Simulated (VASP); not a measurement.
Here is a VASP 6.6.1 calculation.

The input INCAR:

```
SYSTEM = Ga
ALGO = Normal ; EDIFF = 1E-8
ENCUT = 520 ; GGA = PS
ISIF = 2 ; ISMEAR = -1
LASPH = .True. ; LCHARG = .False.
LEFG = .True. ; LREAL = .False.
LWAVE = .False. ; NBANDS = 20
NELM = 80 ; PREC = Accurate
SIGMA = 0.03
```

The input KPOINTS:

```
k-points
0
Gamma
  14 14 11
  0 0 0
```

File POSCAR:

```
Ga
1.0
    1.3547675884     -3.9443034667      0.0000000000
    1.3547675884      3.9443034667      0.0000000000
   -0.1150523885      0.0000000000      3.2619531710
Ga
2
Direct
    0.8690000000      0.1310000000      0.2500000000
    0.1310000000      0.8690000000      0.7500000000
```

Potentials or basis: VASP PAW PBE potentials, release 64 (Ga_d).

Run with:

```sh
$ cat potpaw_PBE.64/Ga_d/POTCAR > POTCAR
$ mpirun -np 1 vasp_std > vasp.out
```

(1) What does it give for the largest force?

(2) Estimate the band gap on the k mesh.

(3) Predict the pressure.

## Answers

(1) 0.209 eV/Å.

(2) zero (bands 13 and 14 overlap by 8.38 eV).

(3) 2.0 GPa.

Caveat: without QUAD_EFG the Cq values of the log hold for a quadrupole moment of 1 mb, not for the nuclei; the PAW data sets were made with another functional, which shifts forces and pressure a little.
